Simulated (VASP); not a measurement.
# BaS (P4/mmm) in VASP: notebook

BaS is run at these levels: PBE, r2SCAN; tasks: single point.

Everything below comes from runs of VASP 6.6.1. Logs are shortened: lines on timing, memory, paths and dates and some standing lists are left out, and cuts for length are marked.

## (1) The cell of the first run

Symmetry: P4/mmm, No. 123, tetragonal system. Conventional cell: a = 3.722 Å, b = 3.722 Å, c = 3.861 Å, α = 90.00°, β = 90.00°, γ = 90.00°. Within 4.3 Å of Ba (site symmetry 4/mmm) lie 8 S at 3.26 Å and 6 Ba at 3.72 to 3.86 Å. S (site symmetry 4/mmm) has 8 Ba at 3.26 Å and 6 S at 3.72 to 3.86 Å within 4.3 Å.

## (2) Single point, PBE (epitaxial xy strain -2.9%)

File INCAR:

```
ALGO = Normal
EDIFF = 1E-7
ENCUT = 520
GGA = PE
ISIF = 2
ISMEAR = -1
LASPH = T
LCHARG = T
LELF = T
LREAL = F
LVHAR = T
LWAVE = F
NBANDS = 15
NELM = 100
PREC = Accurate
SIGMA = 0.02
```

File KPOINTS:

```
k-points
0
Gamma
  6 6 6
```

File POSCAR:

```
BaS
1.0
    3.7218125241      0.0000000000      0.0000000000
    0.0000000000      3.7218125241      0.0000000000
    0.0000000000      0.0000000000      3.8610529440
Ba S
1 1
Direct
    0.0000000000      0.0000000000      0.0000000000
    0.5000000000      0.5000000000      0.5000000000
```

Potentials or basis: VASP PAW PBE potentials, release 64 (Ba_sv, S).

Started as:

```console
cat potpaw_PBE.64/Ba_sv/POTCAR potpaw_PBE.64/S/POTCAR > POTCAR
mpirun -np 1 vasp_std > vasp.out
```

OUTCAR:

```text
EDIFF = 1E-7
   ENCUT = 520
   GGA = PE
   ISIF = 2
   ISMEAR = -1
   LASPH = T
   LREAL = F
   NELM = 100
   PREC = Accurate

 ion  position               nearest neighbor table
   1  0.000  0.000  0.000-   2 3.26   2 3.26   2 3.26   2 3.26   2 3.26   2 3.26   2 3.26   2 3.26

   2  0.500  0.500  0.500-   1 3.26   1 3.26   1 3.26   1 3.26   1 3.26   1 3.26   1 3.26   1 3.26

  LATTYP: Found a simple tetragonal cell.
 ALAT       =     3.7218125241
 C/A-ratio  =     1.0374119919

  Lattice vectors:

 A1 = (   3.7218125241,   0.0000000000,   0.0000000000)
 A2 = (   0.0000000000,   3.7218125241,   0.0000000000)
 A3 = (   0.0000000000,   0.0000000000,   3.8610529440)

Analysis of symmetry for initial positions (statically):
=====================================================================
 Subroutine PRICEL returns:
 Original cell was already a primitive cell.

 Routine SETGRP: Setting up the symmetry group for a
 simple tetragonal supercell.

 Subroutine GETGRP returns: Found 16 space group operations
 (whereof 16 operations were pure point group operations)
 out of a pool of 16 trial point group operations.

The static configuration has the point symmetry D_4h.

Analysis of symmetry for dynamics (positions and initial velocities):
=====================================================================
 Subroutine PRICEL returns:
 Original cell was already a primitive cell.

 Routine SETGRP: Setting up the symmetry group for a
 simple tetragonal supercell.

 Subroutine GETGRP returns: Found 16 space group operations
 (whereof 16 operations were pure point group operations)
 out of a pool of 16 trial point group operations.

The dynamic configuration has the point symmetry D_4h.

 Subroutine INISYM returns: Found 16 space group operations
 (whereof 16 operations are pure point group operations),
 and found     1 'primitive' translations

----------------------------------------------------------------------------------------

                                     Primitive cell

  volume of cell :      53.4829

  direct lattice vectors                    reciprocal lattice vectors
     3.721812524  0.000000000  0.000000000     0.268686290  0.000000000  0.000000000
     0.000000000  3.721812524  0.000000000     0.000000000  0.268686290  0.000000000
     0.000000000  0.000000000  3.861052944     0.000000000  0.000000000  0.258996708

  length of vectors
     3.721812524  3.721812524  3.861052944     0.268686290  0.268686290  0.258996708

  position of ions in fractional coordinates (direct lattice)
     0.000000000  0.000000000  0.000000000
     0.500000000  0.500000000  0.500000000

  ion indices of the primitive-cell ions
   primitive index   ion index
                 1           1
                 2           2

----------------------------------------------------------------------------------------

 KPOINTS: k-points

Automatic generation of k-mesh.
 Grid dimensions read from file:
 generate k-points for:    6    6    6

 Generating k-lattice:

  Cartesian coordinates                     Fractional coordinates (reciprocal lattice)
     0.044781048  0.000000000  0.000000000     0.166666667  0.000000000  0.000000000
     0.000000000  0.044781048  0.000000000     0.000000000  0.166666667  0.000000000
     0.000000000  0.000000000  0.043166118     0.000000000  0.000000000  0.166666667

  Length of vectors
     0.044781048  0.044781048  0.043166118

  Shift w.r.t. Gamma in fractional coordinates (k-lattice)
     0.000000000  0.000000000  0.000000000

 Subroutine IBZKPT returns following result:
 ===========================================

 Found     40 irreducible k-points:

 Following reciprocal coordinates:
            Coordinates               Weight
  0.000000  0.000000  0.000000      1.000000
  0.166667  0.000000  0.000000      4.000000
  0.333333  0.000000  0.000000      4.000000
  0.500000  0.000000  0.000000      2.000000
  0.166667  0.166667  0.000000      4.000000
  0.333333  0.166667  0.000000      8.000000
[... 16 lines left out ...]
  0.333333  0.000000  0.333333      8.000000
  0.500000  0.000000  0.333333      4.000000
 [... further k-points ...]
   k-points           NKPTS =     40   k-points in BZ     NKDIM =     40   number of bands    NBANDS=     15
   number of dos      NEDOS =    301   number of ions     NIONS =      2
   total plane-waves  NPLWV =  23520
   dimension x,y,z NGX =    28 NGY =   28 NGZ =   30
   dimension x,y,z NGXF=    56 NGYF=   56 NGZF=   60
   ions per type =               1   1
   NGX,Y,Z   is equivalent  to a cutoff of  12.51, 12.51, 12.92 a.u.
   NGXF,Y,Z  is equivalent  to a cutoff of  25.01, 25.01, 25.83 a.u.
 SYSTEM =  unknown system
   PREC   = accura    normal or accurate (medium, high low for compatibility)
   ISTART =      0    job   : 0-new  1-cont  2-samecut
   ICHARG =      2    charge: 1-file 2-atom 10-const
   ISPIN  =      1    spin polarized calculation?
   LNONCOLLINEAR =      F non collinear calculations
   LSORBIT =      F    spin-orbit coupling
   LASPH  =      T    aspherical Exc in radial PAW
   ENCUT  =  520.0 eV  38.22 Ry    6.18 a.u.   6.92  6.92  7.18*2*pi/ulx,y,z
   NELM   =    100;   NELMIN=  2; NELMDL= -5     # of ELM steps
   EDIFF  = 0.1E-06   stopping-criterion for ELM
   LREAL  =      F    real-space projection
   EDIFFG = 0.1E-05   stopping-criterion for IOM
   NSW    =      0    number of steps for IOM
   IBRION =     -1    ionic relax: 0-MD 1-quasi-New 2-CG
   NFREE  =      0    steps in history (QN), initial steepest desc. (CG)
   ISIF   =      2    stress and relaxation
   ISYM   =      2    0-nonsym 1-usesym 2-fastsym
   POTIM  = 0.5000    time-step for ionic-motion
   TEBEG  =    0.0;   TEEND  =   0.0 temperature during run
   PSTRESS=    0.0 pullay stress
   NELECT =      16.0000    total number of electrons
   NUPDOWN=      -1.0000    fix difference up-down
   EMIN   =  10.00;   EMAX   =-10.00  energy-range for DOS
   EFERMI =   0.00;   METHOD = LEGACY
   ISMEAR =    -1;   SIGMA  =   0.02  broadening in eV -4-tet -1-fermi 0-gaus
   EFERMI_NEDOS =   21; number of points for ismear=-14 and -15
   IALGO  =     38    algorithm
   IMIX   =      4    mixing-type and parameters
     AMIX     =   0.40;   BMIX     =  1.00
     AMIX_MAG =   1.60;   BMIX_MAG =  1.00
  volume/ion in A,a.u.               =      26.74       180.46
  Fermi-wavevector in a.u.,A,eV,Ry     =   1.094905  2.069071 16.310905  1.198818
  Thomas-Fermi vector in A             =   2.231219
   LORBIT       =      0    0 simple, 1 ext, 2 COOP (PROOUT), +10 PAW based schemes
   GGA     = PE    functional components
   LHFCALC =     F    Hartree Fock is set to
   AEXX    =    0.0000 exact exchange contribution
   IVDW    =     0    specifies the selected vdW correction
   LEPSILON=     F    determine dielectric tensor
   LRPA    =     F    only Hartree local field effects (RPA)
 non-spin polarized calculation
  energy-cutoff  :      520.00
  volume of cell :       53.48
 maximum number of plane-waves:      1462
 NGX is ok and might be reduce to    28
   NGX = 13   NGY = 13   NGZ = 15

 number of electron      16.0000000 magnetization

 Free energy of the ion-electron system (eV)
  ---------------------------------------------------
  ext. energy  EPLUGINS =         0.00000000
  ---------------------------------------------------
  free energy    TOTEN  =        -9.68264961 eV

  energy without entropy =       -9.68264961  energy(sigma->0) =       -9.68264961

 E-fermi :   3.9112     XC(G=0):  -9.6392

 val. band max:        3.4747000844   @ k =   0.5000   0.0000   0.5000
 cond. band min:       4.6901754548   @ k =   0.0000   0.0000   0.0000
 fundamental gap:      1.2154753704
 Fermi energy:         3.9112453622

 k-point     1 :       0.0000    0.0000    0.0000
  band No.  band energies     occupation
      1     -23.6852      2.00000
      2      -8.5012      2.00000
      3      -8.3971      2.00000
      4      -8.3971      2.00000
      5      -7.8165      2.00000
      6       3.1275      2.00000
      7       3.3916      2.00000
      8       3.3916      2.00000
      9       4.6902      0.00000
     10       4.7275      0.00000
     11       7.6609      0.00000
     12      10.0204      0.00000
     13      10.0204      0.00000
     14      10.3737      0.00000
     15      14.2359      0.00000

 k-point     2 :       0.1667    0.0000    0.0000
  band No.  band energies     occupation
      1     -23.6539      2.00000
      2      -9.1013      2.00000
      3      -8.4594      2.00000
      4      -8.3590      2.00000
      5      -7.2373      2.00000
      6       2.2895      2.00000
      7       2.9280      2.00000
      8       3.2336      2.00000
      9       4.9207      0.00000
     10       5.8739      0.00000
     11       8.6462      0.00000
     12      10.0162      0.00000
     13      10.2042      0.00000
     14      10.2732      0.00000
     15      12.8270      0.00000

 k-point     3 :       0.3333    0.0000    0.0000
  band No.  band energies     occupation
      1     -23.5901      2.00000
      2      -9.8765      2.00000
      3      -8.3735      2.00000
      4      -8.2807      2.00000
      5      -6.6448      2.00000
      6       0.9013      2.00000
      7       2.5306      2.00000
      8       2.9083      2.00000
      9       5.4823      0.00000
     10       8.2643      0.00000
     11      10.1945      0.00000
     12      10.2786      0.00000
     13      10.3442      0.00000
     14      10.6494      0.00000
     15      10.7500      0.00000

 k-point     4 :       0.5000    0.0000    0.0000
  band No.  band energies     occupation
      1     -23.5575      2.00000
      2     -10.1832      2.00000
      3      -8.3293      2.00000
      4      -8.2405      2.00000
      5      -6.3937      2.00000
      6       0.3269      2.00000
      7       2.3339      2.00000
      8       2.7427      2.00000
      9       5.8790      0.00000
     10       9.7800      0.00000
     11       9.9179      0.00000
     12      10.5424      0.00000
     13      10.6213      0.00000
     14      10.9349      0.00000
     15      11.1539      0.00000
[... 307 lines left out ...]
 k-point    22 :       0.1667    0.0000    0.3333
  band No.  band energies     occupation
      1     -23.5896      2.00000
      2      -9.7041      2.00000
      3      -8.6826      2.00000
      4      -8.2748      2.00000
      5      -6.6466      2.00000
      6       1.0823      2.00000
      7       2.5091      2.00000
      8       2.9495      2.00000
      9       5.9136      0.00000
     10       8.1621      0.00000
     11       8.6477      0.00000
     12       9.2677      0.00000
     13      10.8219      0.00000
     14      11.5405      0.00000
     15      12.0620      0.00000

 k-point    23 :       0.3333    0.0000    0.3333
  band No.  band energies     occupation
      1     -23.5293      2.00000
      2      -9.5405      2.00000
      3      -9.1548      2.00000
      4      -8.2082      2.00000
      5      -6.8945      2.00000
      6       1.3916      2.00000
      7       2.1714      2.00000
      8       3.1506      2.00000
      9       6.1321      0.00000
     10       7.7961      0.00000
     11       8.3204      0.00000
     12       9.4673      0.00000
     13       9.6107      0.00000
     14      11.6790      0.00000
     15      13.5793      0.00000

 k-point    24 :       0.5000    0.0000    0.3333
  band No.  band energies     occupation
      1     -23.4986      2.00000
      2      -9.7107      2.00000
      3      -9.0487      2.00000
      4      -8.1742      2.00000
      5      -7.0958      2.00000
      6       1.5090      2.00000
      7       2.0807      2.00000
      8       3.2508      2.00000
      9       5.9618      0.00000
     10       7.5317      0.00000
     11       8.3716      0.00000
     12       8.4756      0.00000
     13      10.5236      0.00000
     14      13.2283      0.00000
     15      13.4346      0.00000

 [... further k-points ...]

------------------------ aborting loop because EDIFF is reached ----------------------------------------

  FORCE on cell =-STRESS in cart. coord.  units (eV):
  Direction    XX          YY          ZZ          XY          YZ          ZX
  --------------------------------------------------------------------------------------
  -------------------------------------------------------------------------------------
  Total        1.8588248      1.8588248      0.4342499      0.0000000      0.0000000      0.0000000
  in kB       55.6844968     55.6844968     13.0087504      0.0000000      0.0000000      0.0000000
  external PRESSURE =      41.4592480 kB  Pullay stress =       0.0000000 kB

 VOLUME and BASIS-vectors are now :
 -----------------------------------------------------------------------------
  energy-cutoff  :      520.00
  volume of cell :       53.48
      direct lattice vectors                 reciprocal lattice vectors
     3.721812524  0.000000000  0.000000000     0.268686290  0.000000000  0.000000000
     0.000000000  3.721812524  0.000000000     0.000000000  0.268686290  0.000000000
     0.000000000  0.000000000  3.861052944     0.000000000  0.000000000  0.258996708

 POSITION                                       TOTAL-FORCE (eV/Angst)
 -----------------------------------------------------------------------------------
      0.00000      0.00000      0.00000         0.000000      0.000000      0.000000
      1.86091      1.86091      1.93053         0.000000      0.000000      0.000000
 -----------------------------------------------------------------------------------
    total drift:                               -0.000000      0.000000      0.000000

  FREE ENERGIE OF THE ION-ELECTRON SYSTEM (eV)
  ---------------------------------------------------
  free  energy   TOTEN  =        -9.6826496054 eV

  energy  without entropy=       -9.6826496054  energy(sigma->0) =       -9.68264961
```

Run time: 18 s. Hardware: 1 thread of Intel Xeon 6975P-C (Granite Rapids), shared host; peak memory 0.17 GiB.

What came out:

```yaml
Free_energy: -9.6826 eV
Pressure: 4.1 GPa
Band_gap_on_the_k_mesh: 1.22 eV (least direct gap 1.30 eV)
```

Caveat: the cell differs from its parent crystal (epitaxial xy strain -2.9%); the cell stands under pressure; the structure was generated, so it needn't be the stable form of BaS; spin-orbit coupling is left out, which moves the levels of the heavy elements.

(Continued in part 2 of 2.)
